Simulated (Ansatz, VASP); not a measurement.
## Rb2Si2S in VASP and in Ansatz

```
Rb Si S
1.0
     5.11890    0.00000    0.00000
     0.00000    5.11890    0.00000
     0.00000    0.00000    6.25276
Rb Si S
2 2 1
Cartesian
  0.0000 0.0000 0.0000
  2.5595 2.5595 3.1264
  0.0000 2.5595 0.0000
  2.5595 0.0000 0.0000
  2.5595 2.5595 0.0000
```

Alike in both runs: task relaxation of cell and atoms; functional PBE; k mesh 4 × 4 × 4; occupations gaussian, width 0.1 eV; no spin polarisation.

|  | VASP | Ansatz |
| --- | --- | --- |
| version | VASP 6.6.1 | Ansatz 0.2.0 |
| potentials or method | VASP PAW PBE potentials, release 64 (Rb_sv, Si, S), cutoff 600 eV | scalar-relativistic, plane waves, PAW |
| valence electrons in the cell | 32 | 32 |

Ansatz gave:

```
gap on the k mesh at the Fermi level, each at its own relaxed structure (eV)  : none
relaxed volume (Å³/atom)                                                      : 43.14
relaxed length of the cell vector where the two differ most in proportion (Å) : 5.818
```

Question: Which values does VASP return?

Answer: gap on the k mesh at the Fermi level, each at its own relaxed structure (eV): none; relaxed volume (Å³/atom): 43.50; relaxed length of the cell vector where the two differ most in proportion (Å): 5.856.

A gap of «none» marks a metal or a gap that the smearing closes.

Noted on VASP's run: the volume moved by over 15 % at a fixed basis, so the end points are rough.
